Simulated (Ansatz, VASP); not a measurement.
# One calculation of Ga2SnSe3, two programs

Contents of INCAR:

```
ALGO = Normal
EDIFF = 1E-6
ENCUT = 520
GGA = PE
ISIF = 2
ISMEAR = 0
LASPH = True
LCHARG = False
LREAL = False
LWAVE = False
NBANDS = 38
NELM = 80
PREC = Accurate
SIGMA = 0.1
```

Contents of KPOINTS:

```
k-points
0
Gamma
  4 4 2
```

The input POSCAR:

```
Ga2SnSe3
1.0
    3.9406355500      0.0000000000      0.0000000000
    0.0000000000      3.9406355500      0.0000000000
    0.0000000000      0.0000000000      9.6060590300
Ga Sn Se
2 1 3
Direct
    0.0000000000      0.0000000000      0.0094770000
    0.5000000000      0.5000000000      0.4938240100
    0.5000000000      0.5000000000      0.1658110000
    0.0000000000      0.0000000000      0.6709480300
    0.0000000000      0.0000000000      0.3257620000
    0.5000000000      0.5000000000      0.8341779700
```

Input for Ansatz:

```yaml
crystal:
  lattice:
    - [3.94063555, 0.0, 0.0]
    - [0.0, 3.94063555, 0.0]
    - [0.0, 0.0, 9.60605903]
  atoms:
    - { symbol: Ga, position: [0.0, 0.0, 0.009477] }
    - { symbol: Ga, position: [0.5, 0.5, 0.49382401] }
    - { symbol: Sn, position: [0.5, 0.5, 0.165811] }
    - { symbol: Se, position: [0.0, 0.0, 0.67094803] }
    - { symbol: Se, position: [0.0, 0.0, 0.325762] }
    - { symbol: Se, position: [0.5, 0.5, 0.83417797] }
basis:
  ecutwfc: 420
kpoints:
  mp_grid: { grid: [4, 4, 2] }
hamiltonian:
  xc: pbe
scf:
  occupations: { method: gaussian, width: 0.1 }
  lower_state_search: "off"
output:
  forces: true
  stress: true
  eigenvalues: true
```

Change from the starting cell: species swapped into the Dy2CuAg3 type (P4mm, No. 99).

Alike in both runs: task single point; functional PBE; k mesh 4 × 4 × 2; occupations gaussian, width 0.1 eV; no spin polarisation.

|  | VASP | Ansatz |
| --- | --- | --- |
| version | VASP 6.6.1 | Ansatz 0.2.0 |
| potentials or method | VASP PAW PBE potentials, release 64 (Ga_d, Sn_d, Se), cutoff 520 eV | scalar-relativistic, plane waves, PAW |
| valence electrons in the cell | 58 | 88 |

```csv
,VASP,Ansatz,Ansatz less VASP
gap on the k mesh at the Fermi level (eV),none,none,-
pressure (GPa),-3.2,-3.2,-0.03
"traceless stress, the component that is largest in VASP (GPa)",0.78,0.79,+0.001
rms of the force components (eV/Å),0.272,0.272,-0.0002
```

Atom by atom the forces differ by 0.001 eV/Å (rms over components). A gap of «none» marks a metal or a gap that the smearing closes. VASP's potentials hold 58 valence electrons a cell and Ansatz's 88, so a difference there can come from the potentials and not from the codes.

The k mesh is coarse, so the values compare programs but aren't converged.
